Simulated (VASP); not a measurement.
Wanted: the native input for a VASP 6.6.1 run.

```yaml
Task: single point
Functional: PBE
Dispersion: D3(BJ)
Potentials_or_basis: VASP PAW PBE potentials, release 64 (Te, Bi_d)
Cutoff: 520 eV
k_mesh: 6 × 6 × 1
Occupations: gaussian, width 0.02 eV
Spin: no spin polarisation
Dipole_correction: yes
Further_INCAR_settings: ALGO = Normal; EDIFF = 1e-06; NBANDS = 32
```

The structure of Bi2Te3 lies in POSCAR:

```
Bi2Te3
1.0
    4.2627438416      0.0000000000      0.0000000000
   -2.1313719208      3.6916444567      0.0000000000
    0.0000000000      0.0000000000     41.0301608556
Te Bi
3 2
Direct
    0.0000000000      0.0000000000      0.4057748555
    0.6666666667      0.3333333333      0.5000000000
    0.3333333333      0.6666666667      0.5942251445
    0.3333333333      0.6666666667      0.4492581230
    0.0000000000      0.0000000000      0.5507418770
```

This cell differs from its parent crystal: biaxial strain -0.020, then relaxed in part.

One way to write it, as run:

INCAR

```
  ALGO = Normal
  DIPOL = 0.5 0.5 0.500
  EDIFF = 1E-6
  ENCUT = 520
  GGA = PE
  IDIPOL = 3
  ISIF = 2
  ISMEAR = 0
  IVDW = 12
  LASPH = T
  LCHARG = F
  LDIPOL = T
  LREAL = F
  LWAVE = F
  NBANDS = 32
  NELM = 60
  PREC = Accurate
  SIGMA = 0.02
```

KPOINTS

```
k-points
0
Gamma
  6 6 1
```

Potentials or basis: VASP PAW PBE potentials, release 64 (Te, Bi_d).

The run is started by

```sh
$ cat potpaw_PBE.64/Te/POTCAR potpaw_PBE.64/Bi_d/POTCAR > POTCAR
$ mpirun -np 1 vasp_std > vasp.out
```

Results of the run:

```yaml
Largest_force: 0.012 eV/Å
Band_gap_on_the_k_mesh: 1.31 eV (least direct gap 1.44 eV)
Dispersion_energy_per_atom: -0.368 eV
```

Caveat: the cell differs from its parent crystal (biaxial strain -0.020, then relaxed in part); spin-orbit coupling is left out, which moves the levels of the heavy elements.

Wall time 3.6 min on 1 thread of AMD EPYC 7R13 Processor (Zen 3), with other jobs on the host, peak memory 0.71 GiB.
